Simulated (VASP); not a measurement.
# Se (P1) in VASP: single point with LDA

Aim: the single point of Se with LDA.

All numbers are computed with VASP 6.6.1; they aren't measurements. Logs are shortened: lines on timing, memory, paths and dates and some standing lists are left out, and cuts for length are marked.

## (1) The cell of the first run

The typed cell holds 3 atoms: a = 4.367 Å, b = 4.328 Å, c = 4.954 Å, α = 89.57°, β = 88.85°, γ = 119.13°.

## (2) Single point, LDA (equal xy, yz and zx shear strains of +2 %)

Contents of INCAR:

```
SYSTEM = Se
ALGO = Normal
EDIFF = 1E-6
ENCUT = 520
ISIF = 2
ISMEAR = -1
LASPH = .TRUE.
LCHARG = .FALSE.
LREAL = .FALSE.
LWAVE = .FALSE.
NBANDS = 16
NELM = 80
PREC = Accurate
SIGMA = 0.03
```

Contents of KPOINTS:

```
k-points
0
G
  6 6 5
  0 0 0
```

Contents of POSCAR:

```
Se
1.0
    4.3661999489      0.0436619995      0.0436619995
   -2.1452875738      3.7594090740      0.0159814010
    0.0495360000      0.0495360000      4.9536000000
Se
3
Direct
    0.2254000000      0.0000000000      0.3333333333
    0.0000000000      0.2254000000      0.6666666667
    0.7746000000      0.7746000000      0.0000000000
```

Potentials or basis: VASP PAW LDA potentials, release 64 (Se).

Command:

```bash
$ cat potpaw_LDA.64/Se/POTCAR > POTCAR
$ mpirun -np 1 vasp_std > vasp.out
```

OUTCAR:

```text
SYSTEM = Se
   EDIFF = 1E-6
   ENCUT = 520
   ISIF = 2
   ISMEAR = -1
   LASPH = .TRUE.
   LREAL = .FALSE.
   NELM = 80
   PREC = Accurate

 ion  position               nearest neighbor table
   1  0.225  0.000  0.333-   2 2.35   3 2.42
   2  0.000  0.225  0.667-   3 2.35   1 2.35
   3  0.775  0.775  0.000-   2 2.35   1 2.42

  LATTYP: Found a triclinic cell.
 ALAT       =     4.4044703090
 B/A-ratio  =     2.0393883600
 C/A-ratio  =     0.9827452114
 COS(alpha) =     0.0044424019
 COS(beta)  =     0.5000757388
 COS(gamma) =     0.7246981347

  Lattice vectors:

 A1 = (   2.2209123751,   3.8030710735,   0.0596434005)
 A2 = (   6.5375763240,   3.7971970730,  -4.8502946000)
 A3 = (  -2.1452875738,   3.7594090740,   0.0159814010)

Analysis of symmetry for initial positions (statically):
=====================================================================
 Subroutine PRICEL returns:
 Original cell was already a primitive cell.

 Routine SETGRP: Setting up the symmetry group for a
 triclinic supercell.

 Subroutine GETGRP returns: Found  1 space group operations
 (whereof  1 operations were pure point group operations)
 out of a pool of  2 trial point group operations.

The static configuration has the point symmetry C_1 .

Analysis of symmetry for dynamics (positions and initial velocities):
=====================================================================
 Subroutine PRICEL returns:
 Original cell was already a primitive cell.

 Routine SETGRP: Setting up the symmetry group for a
 triclinic supercell.

 Subroutine GETGRP returns: Found  1 space group operations
 (whereof  1 operations were pure point group operations)
 out of a pool of  2 trial point group operations.

The dynamic configuration has the point symmetry C_1 .

 Subroutine INISYM returns: Found  1 space group operations
 (whereof  1 operations are pure point group operations),
 and found     1 'primitive' translations

----------------------------------------------------------------------------------------

                                     Primitive cell

  volume of cell :      81.7578

  direct lattice vectors                    reciprocal lattice vectors
     4.366199949  0.043661999  0.043661999     0.227767990  0.129989848 -0.003577578
    -2.145287574  3.759409074  0.015981401    -0.002618969  0.264515884 -0.002618969
     0.049536000  0.049536000  4.953600000    -0.001999142 -0.001999142  0.201913368

  length of vectors
     4.366636547  4.328472105  4.954095335     0.262275460  0.264541813  0.201933160

  position of ions in fractional coordinates (direct lattice)
     0.225400000  0.000000000  0.333333333
     1.000000000  0.225400000  0.666666667
     0.774600000  0.774600000  1.000000000

  ion indices of the primitive-cell ions
   primitive index   ion index
                 1           1
                 2           2
                 3           3

----------------------------------------------------------------------------------------

 KPOINTS: k-points

Automatic generation of k-mesh.
 Grid dimensions read from file:
 generate k-points for:    6    6    5

 Generating k-lattice:

  Cartesian coordinates                     Fractional coordinates (reciprocal lattice)
     0.037961332  0.021664975 -0.000596263     0.166666667 -0.000000000  0.000000000
    -0.000436495  0.044085981 -0.000436495     0.000000000  0.166666667  0.000000000
    -0.000399828 -0.000399828  0.040382674    -0.000000000 -0.000000000  0.200000000

  Length of vectors
     0.043712577  0.044090302  0.040386632

  Shift w.r.t. Gamma in fractional coordinates (k-lattice)
     0.000000000  0.000000000  0.000000000

 Subroutine IBZKPT returns following result:
 ===========================================

 Found     92 irreducible k-points:

 Following reciprocal coordinates:
            Coordinates               Weight
  0.000000  0.000000  0.000000      1.000000
  0.166667 -0.000000  0.000000      2.000000
  0.333333 -0.000000  0.000000      2.000000
  0.500000 -0.000000  0.000000      1.000000
 -0.000000  0.166667  0.000000      2.000000
  0.166667  0.166667  0.000000      2.000000
[... 16 lines left out ...]
  0.333333 -0.000000  0.200000      2.000000
  0.500000 -0.000000  0.200000      2.000000
 [... further k-points ...]
   k-points           NKPTS =     92   k-points in BZ     NKDIM =     92   number of bands    NBANDS=     16
   number of dos      NEDOS =    301   number of ions     NIONS =      3
   total plane-waves  NPLWV =  40960
   dimension x,y,z NGX =    32 NGY =   32 NGZ =   40
   dimension x,y,z NGXF=    64 NGYF=   64 NGZF=   80
   ions per type =               3
   NGX,Y,Z   is equivalent  to a cutoff of  12.18, 12.29, 13.42 a.u.
   NGXF,Y,Z  is equivalent  to a cutoff of  24.37, 24.58, 26.85 a.u.
 SYSTEM =  Se
   PREC   = accura    normal or accurate (medium, high low for compatibility)
   ISTART =      0    job   : 0-new  1-cont  2-samecut
   ICHARG =      2    charge: 1-file 2-atom 10-const
   ISPIN  =      1    spin polarized calculation?
   LNONCOLLINEAR =      F non collinear calculations
   LSORBIT =      F    spin-orbit coupling
   LASPH  =      T    aspherical Exc in radial PAW
   ENCUT  =  520.0 eV  38.22 Ry    6.18 a.u.   8.12  8.05  9.21*2*pi/ulx,y,z
   NELM   =     80;   NELMIN=  2; NELMDL= -5     # of ELM steps
   EDIFF  = 0.1E-05   stopping-criterion for ELM
   LREAL  =      F    real-space projection
   EDIFFG = 0.1E-04   stopping-criterion for IOM
   NSW    =      0    number of steps for IOM
   IBRION =     -1    ionic relax: 0-MD 1-quasi-New 2-CG
   NFREE  =      0    steps in history (QN), initial steepest desc. (CG)
   ISIF   =      2    stress and relaxation
   ISYM   =      2    0-nonsym 1-usesym 2-fastsym
   POTIM  = 0.5000    time-step for ionic-motion
   TEBEG  =    0.0;   TEEND  =   0.0 temperature during run
   PSTRESS=    0.0 pullay stress
   NELECT =      18.0000    total number of electrons
   NUPDOWN=      -1.0000    fix difference up-down
   EMIN   =  10.00;   EMAX   =-10.00  energy-range for DOS
   EFERMI =   0.00;   METHOD = LEGACY
   ISMEAR =    -1;   SIGMA  =   0.03  broadening in eV -4-tet -1-fermi 0-gaus
   EFERMI_NEDOS =   21; number of points for ismear=-14 and -15
   IALGO  =     38    algorithm
   IMIX   =      4    mixing-type and parameters
     AMIX     =   0.40;   BMIX     =  1.00
     AMIX_MAG =   1.60;   BMIX_MAG =  1.00
  volume/ion in A,a.u.               =      27.25       183.91
  Fermi-wavevector in a.u.,A,eV,Ry     =   0.988529  1.868048 13.295459  0.977189
  Thomas-Fermi vector in A             =   2.120062
   LORBIT       =      0    0 simple, 1 ext, 2 COOP (PROOUT), +10 PAW based schemes
   GGA     = CA    functional components
   LHFCALC =     F    Hartree Fock is set to
   AEXX    =    0.0000 exact exchange contribution
   IVDW    =     0    specifies the selected vdW correction
   LEPSILON=     F    determine dielectric tensor
   LRPA    =     F    only Hartree local field effects (RPA)
 non-spin polarized calculation
  energy-cutoff  :      520.00
  volume of cell :       81.76
 maximum number of plane-waves:      2218
   NGX = 17   NGY = 17   NGZ = 19

 number of electron      18.0000001 magnetization

 Free energy of the ion-electron system (eV)
  ---------------------------------------------------
  ext. energy  EPLUGINS =         0.00000000
  ---------------------------------------------------
  free energy    TOTEN  =       -12.30930395 eV

  energy without entropy =      -12.30930394  energy(sigma->0) =      -12.30930394

 E-fermi :   3.1264     XC(G=0):  -9.1842

 val. band max:        2.5900219561   @ k =   0.1667   0.3333   0.4000
 cond. band min:       3.6223349804   @ k =   0.0000   0.0000   0.4000
 fundamental gap:      1.0323130243
 Fermi energy:         3.1263616103

 k-point     1 :       0.0000    0.0000    0.0000
  band No.  band energies     occupation
      1     -13.2227      2.00000
      2      -9.1820      2.00000
      3      -9.0028      2.00000
      4      -1.2175      2.00000
      5      -1.1999      2.00000
      6      -1.0875      2.00000
[... 8 lines left out ...]
     15       9.0043      0.00000
     16      10.9611      0.00000

 k-point     2 :       0.1667   -0.0000    0.0000
  band No.  band energies     occupation
      1     -13.1212      2.00000
      2      -9.2921      2.00000
      3      -8.9750      2.00000
      4      -1.8815      2.00000
      5      -1.4788      2.00000
      6      -0.9232      2.00000
[... 8 lines left out ...]
     15       9.7006      0.00000
     16      10.9973      0.00000

 k-point     3 :       0.3333   -0.0000    0.0000
  band No.  band energies     occupation
      1     -12.8916      2.00000
      2      -9.5474      2.00000
      3      -8.9283      2.00000
      4      -2.3966      2.00000
      5      -1.8680      2.00000
      6      -0.9371      2.00000
[... 8 lines left out ...]
     15      11.0231      0.00000
     16      12.1465      0.00000

 k-point     4 :       0.5000   -0.0000    0.0000
  band No.  band energies     occupation
      1     -12.7588      2.00000
      2      -9.7004      2.00000
      3      -8.9062      2.00000
      4      -2.5151      2.00000
      5      -2.0348      2.00000
      6      -0.7741      2.00000
[... 8 lines left out ...]
     15      12.2048      0.00000
     16      12.4238      0.00000
[... 324 lines left out ...]
 k-point    22 :       0.1667   -0.0000    0.2000
  band No.  band energies     occupation
      1     -12.9466      2.00000
      2     -10.3374      2.00000
      3      -8.0215      2.00000
      4      -1.9314      2.00000
      5      -1.5269      2.00000
      6      -0.7130      2.00000
[... 8 lines left out ...]
     15       9.9872      0.00000
     16      10.0959      0.00000

 k-point    23 :       0.3333   -0.0000    0.2000
  band No.  band energies     occupation
      1     -12.7303      2.00000
      2     -10.2846      2.00000
      3      -8.3389      2.00000
      4      -2.3157      2.00000
      5      -2.0700      2.00000
      6      -0.7415      2.00000
[... 8 lines left out ...]
     15      10.6569      0.00000
     16      11.2962      0.00000

 k-point    24 :       0.5000   -0.0000    0.2000
  band No.  band energies     occupation
      1     -12.5905      2.00000
      2     -10.3462      2.00000
      3      -8.4133      2.00000
      4      -2.5456      2.00000
      5      -2.3719      2.00000
      6      -0.9859      2.00000
[... 8 lines left out ...]
     15      11.8586      0.00000
     16      12.3330      0.00000

 [... further k-points ...]
[... 5 lines left out ...]
  --------------------------------------------------------------------------------------
  -------------------------------------------------------------------------------------
  Total       -0.9365815     -0.5346446      0.0297494     -0.3313680     -0.4744370     -0.6577297
  in kB      -18.3538343    -10.4772285      0.5829877     -6.4936929     -9.2973632    -12.8892802
  external PRESSURE =      -9.4160251 kB  Pullay stress =       0.0000000 kB

 VOLUME and BASIS-vectors are now :
 -----------------------------------------------------------------------------
  energy-cutoff  :      520.00
  volume of cell :       81.76
      direct lattice vectors                 reciprocal lattice vectors
     4.366199949  0.043661999  0.043661999     0.227767990  0.129989848 -0.003577578
    -2.145287574  3.759409074  0.015981401    -0.002618969  0.264515884 -0.002618969
     0.049536000  0.049536000  4.953600000    -0.001999142 -0.001999142  0.201913368

 POSITION                                       TOTAL-FORCE (eV/Angst)
 -----------------------------------------------------------------------------------
      1.00065      0.02635      1.66104         0.191709     -0.150122     -0.301837
     -0.45052      0.88039      3.30600        -0.226756      0.388771     -0.043342
      1.72032      2.94586      0.04620         0.035046     -0.238649      0.345179
 -----------------------------------------------------------------------------------
    total drift:                                0.000089     -0.000030     -0.000027

  FREE ENERGIE OF THE ION-ELECTRON SYSTEM (eV)
  ---------------------------------------------------
  free  energy   TOTEN  =       -12.3093039453 eV

  energy  without entropy=      -12.3093039437  energy(sigma->0) =      -12.30930394
```

Wall time 33 s (1 thread of AMD EPYC 9R45 (Zen 5), shared host); peak memory 0.19 GiB.

What came out:

```
Free energy            : -12.3093 eV
Pressure               : -0.9 GPa
Largest force          : 0.452 eV/Å
Band gap on the k mesh : 1.03 eV (least direct gap 1.34 eV)
```

Forces on the atoms (eV/Å):
```
Se   0.192 -0.150 -0.302
Se  -0.227  0.389 -0.043
Se   0.035 -0.239  0.345
```

Caveat: the cell differs from its parent crystal (equal xy, yz and zx shear strains of +2 %).
